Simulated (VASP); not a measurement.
# PtSe2: single point with PBE+D3(BJ)

PtSe2:

```
Pt Se
1.0
     3.76910    0.00000    0.00000
    -1.88455    3.26413    0.00000
     0.00000    0.00000    4.83390
Pt Se
1 2
Direct
  0.00000 0.00000 0.00000
  0.66667 0.33333 0.73473
  0.33333 0.66667 0.26527
```

```
Program                : VASP 6.6.1
Task                   : single point
Functional             : PBE
Dispersion             : D3(BJ)
Potentials or basis    : VASP PAW PBE potentials, release 64 (Pt, Se)
Cutoff                 : 520 eV
k mesh                 : 9 × 9 × 6
Occupations            : gaussian, width 0.02 eV
Spin                   : no spin polarisation
Dipole correction      : no
Further INCAR settings : ALGO = Normal; EDIFF = 1e-06; NBANDS = 18
```

```json
{"Pressure": "0.0 GPa", "Largest force": "0.010 eV/Å", "Band gap on the k mesh": "zero (band 11 reaches 7.48 eV, above the bottom of band 12 at 6.67 eV)", "Dispersion energy per atom": "-0.489 eV"}
```

Forces on the atoms (eV/Å):
```
Pt   0.000  0.000  0.000
Se   0.000  0.000 -0.010
Se   0.000  0.000  0.010
```

Levels at points of the mesh, in eV from the Fermi level:
| k point | band 7 | band 8 | band 9 | band 10 | band 11 | band 12 | band 13 | band 14 | band 15 | band 16 |
| --- | --- | --- | --- | --- | --- | --- | --- | --- | --- | --- |
| (0.00, 0.00, 0.00) | -3.82 | -2.50 | -1.02 | -1.02 | 0.76 | 1.06 | 1.06 | 3.35 | 4.09 | 7.26 |
| (0.00, 0.00, 0.50) | -3.87 | -2.93 | -1.72 | -1.72 | -1.72 | 2.30 | 2.30 | 4.97 | 6.49 | 6.57 |

Run time: 42 s on 1 thread of Intel(R) Xeon(R) Platinum 8488C (Sapphire Rapids), on a shared host, peak memory 0.22 GiB.

Caveat: spin-orbit coupling is left out, which moves the levels of the heavy elements; pairwise dispersion overbinds metals, which lowers pressure and volume.
